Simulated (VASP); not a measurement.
A run of VASP 6.6.1 is set up as follows.

Contents of INCAR:

```
SYSTEM = BaCu3
PREC = Accurate
ENCUT = 820
EDIFF = 1E-6
ISMEAR = 0
SIGMA = 0.05
LREAL = .False.
LASPH = .True.
NELM = 120
ALGO = Normal
ISIF = 2
LWAVE = .False.
LCHARG = .False.
GGA = PS
NBANDS = 42
GGA_COMPAT = .False.
```

KPOINTS

```
regular mesh
0
Gamma
  8 8 8
  0 0 0
```

The input POSCAR:

```
BaCu3
1.0
    4.2800782095      0.0000000000      0.0000000000
    0.0000000000      4.2800782095      0.0000000000
    0.0000000000      0.0000000000      4.2800782095
Ba Cu
1 3
Direct
    0.0000000000      0.0000000000      0.0000000000
    0.0000000000      0.5000000000      0.5000000000
    0.5000000000      0.5000000000      0.0000000000
    0.5000000000      0.0000000000      0.5000000000
```

Potentials or basis: VASP PAW PBE potentials, release 64 (Ba_sv, Cu_sv_GW).

Launch:

```bash
$ cat potpaw_PBE.64/Ba_sv/POTCAR potpaw_PBE.64/Cu_sv_GW/POTCAR > POTCAR
$ mpirun -np 1 vasp_std > vasp.out
```

Problem. Predict the pressure.

Solution. 1.6 GPa.

Problem. Predict the band gap on the k mesh.

Solution. Zero (an odd number of electrons rules out a gap without spin polarisation).

Caveat: the PAW data sets were made with another functional, which shifts forces and pressure a little; spin-orbit coupling is left out, which moves the levels of the heavy elements.
